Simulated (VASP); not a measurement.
Runs of VASP 6.6.1 on Sc. The structure is that of space group P6_3/mmc (No. 194), or close to it. The cells are those of the table. 

```csv
cell,further INCAR settings,gap on the mesh (eV),pressure (GPa)
"a = 3.210, b = 3.210, c = 5.426 Å, angles 90.0, 90.0, 120.0°, 2 atoms",ALGO = Fast; EDIFF = 1e-07; NBANDS = 18,none,-0.9
"a = 3.259, b = 3.259, c = 5.268 Å, angles 90.0, 90.0, 120.0°, 2 atoms",ALGO = Fast; EDIFF = 1e-06; NBANDS = 18,none,(a)
"a = 3.210, b = 3.210, c = 5.110 Å, angles 90.0, 90.0, 120.0°, 2 atoms",ALGO = Fast; EDIFF = 1e-07; NBANDS = 18,none,2.4
"a = 3.259, b = 3.259, c = 5.189 Å, angles 90.0, 90.0, 120.0°, 2 atoms",ALGO = Fast; EDIFF = 1e-06; NBANDS = 18,none,-0.4
"a = 3.210, b = 3.210, c = 5.268 Å, angles 90.0, 90.0, 120.0°, 2 atoms",ALGO = Fast; EDIFF = 1e-07; NBANDS = 18,none,(b)
```

Alike in all rows: task single point; level PBEsol; potentials or basis VASP PAW PBE potentials, release 64 (Sc_sv); no spin polarisation; k mesh 18 × 18 × 10; cutoff (eV) 520; smearing gaussian 0.15 eV.

Problem. Estimate the missing entries.

Solution. (a) -1.2; (b) 0.6.

Caveats: the PAW data sets were made with another functional, which shifts forces and pressure a little.

A gap of «none» marks levels without a gap at the run's occupations.
